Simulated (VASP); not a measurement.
Wanted: the native input for a VASP 6.6.1 run.

- Task: single point
- Functional: r2SCAN
- Potentials or basis: VASP PAW PBE potentials, release 64 (Li_sv, Cl)
- Cutoff: 520 eV
- k mesh: 8 × 8 × 8
- Occupations: gaussian, width 0.01 eV
- Spin: no spin polarisation
- Dipole correction: no
- Further INCAR settings: ALGO = Normal; EDIFF = 1e-06; NBANDS = 12

LiCl:

```
Li Cl
1.0
     0.00000    2.69041    2.73304
     2.69041    0.00000    2.73304
     2.69041    2.69041    0.00000
Li Cl
1 1
Direct
  0.00000 0.00000 0.00000
  0.25000 0.25000 0.25000
```

This cell differs from its parent crystal: biaxial xy strain -1.6%.

The input as run:

POSCAR

```
LiCl
1.0
    0.0000000000      2.6904070802      2.7330425439
    2.6904070802      0.0000000000      2.7330425439
    2.6904070802      2.6904070802      0.0000000000
Li Cl
1 1
Direct
    0.0000000000      0.0000000000      0.0000000000
    0.2500000000      0.2500000000      0.2500000000
```

INCAR.step1

```
PREC = Accurate
ENCUT = 520
ISMEAR = 0
SIGMA = 0.01
LREAL = F
LASPH = T
NELM = 80
NBANDS = 12
GGA = PE
ALGO = Normal
EDIFF = 1E-4
LWAVE = T
LCHARG = F
```

INCAR.step2

```
PREC = Accurate
ENCUT = 520
EDIFF = 1E-6
ISMEAR = 0
SIGMA = 0.01
LREAL = F
LASPH = T
NELM = 80
ALGO = Normal
ISIF = 2
LWAVE = F
LCHARG = T
METAGGA = R2SCAN
LMIXTAU = T
LELF = T
LVHAR = T
NBANDS = 12
ISTART = 1
```

KPOINTS

```
regular mesh
0
Gamma
  8 8 8
```

Potentials or basis: VASP PAW PBE potentials, release 64 (Li_sv, Cl).

The run is started by

```sh
$ cat potpaw_PBE.64/Li_sv/POTCAR potpaw_PBE.64/Cl/POTCAR > POTCAR
$ cp INCAR.step1 INCAR
$ mpirun -np 1 vasp_std > vasp.out
$ cp INCAR.step2 INCAR
$ mpirun -np 1 vasp_std > vasp.out
```

It gave:

```json
{"Band gap on the k mesh": "6.88 eV"}
```

Caveat: the cell differs from its parent crystal (biaxial xy strain -1.6%); the structure was generated, so it needn't be the stable form of LiCl.

Run time: 3.3 min on 1 thread of Oxide Virtual Turin-like Processor (shared host), peak memory 0.14 GiB.
